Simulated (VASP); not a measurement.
Wanted: the native input for a VASP 6.6.1 run.

| Property | Result |
| --- | --- |
| Task | electric field gradients |
| Functional | PBE |
| Potentials or basis | VASP PAW PBE potentials, release 64 (Os) |
| Cutoff | 520 eV |
| k mesh | 16 × 16 × 9 |
| Occupations | fermi-dirac, width 0.03 eV |
| Spin | no spin polarisation |
| Dipole correction | no |
| Further INCAR settings | ALGO = Normal; EDIFF = 1e-08; NBANDS = 15 |

The structure of Os lies in POSCAR:

```
Os
1.0
    2.7759998825      0.0000000000      0.0000000000
   -1.3879999413      2.4040864191      0.0000000000
    0.0000000000      0.0000000000      4.3839446904
Os
2
Direct
    0.3333333333      0.6666666667      0.2500000000
    0.6666666667      0.3333333333      0.7500000000
```

This cell differs from its parent crystal: volume scaled by 1.025.

These files were run (other wordings do the same):

INCAR

```
ALGO = Normal
EDIFF = 1E-8
ENCUT = 520
GGA = PE
ISIF = 2
ISMEAR = -1
LASPH = True
LCHARG = False
LEFG = True
LREAL = False
LWAVE = False
NBANDS = 15
NELM = 60
PREC = Accurate
SIGMA = 0.03
```

KPOINTS

```
k-points
0
Gamma
  16 16 9
```

Potentials or basis: VASP PAW PBE potentials, release 64 (Os).

Run with:

```console
$ cat potpaw_PBE.64/Os/POTCAR > POTCAR
$ mpirun -np 1 vasp_std > vasp.out
```

Results of the run:

| Quantity | Value |
| --- | --- |
| Pressure | -9.6 GPa |
| Band gap on the k mesh | zero (band 8 reaches 10.68 eV, above the bottom of band 9 at 7.11 eV) |

Caveat: without QUAD_EFG the Cq values of the log hold for a quadrupole moment of 1 mb, not for the nuclei; spin-orbit coupling is left out, which moves the levels of the heavy elements.

Run time: 64 s on 1 thread of Intel(R) Xeon(R) Platinum 8375C CPU @ 2.90GHz (Ice Lake), with other jobs on the host, peak memory 0.19 GiB.
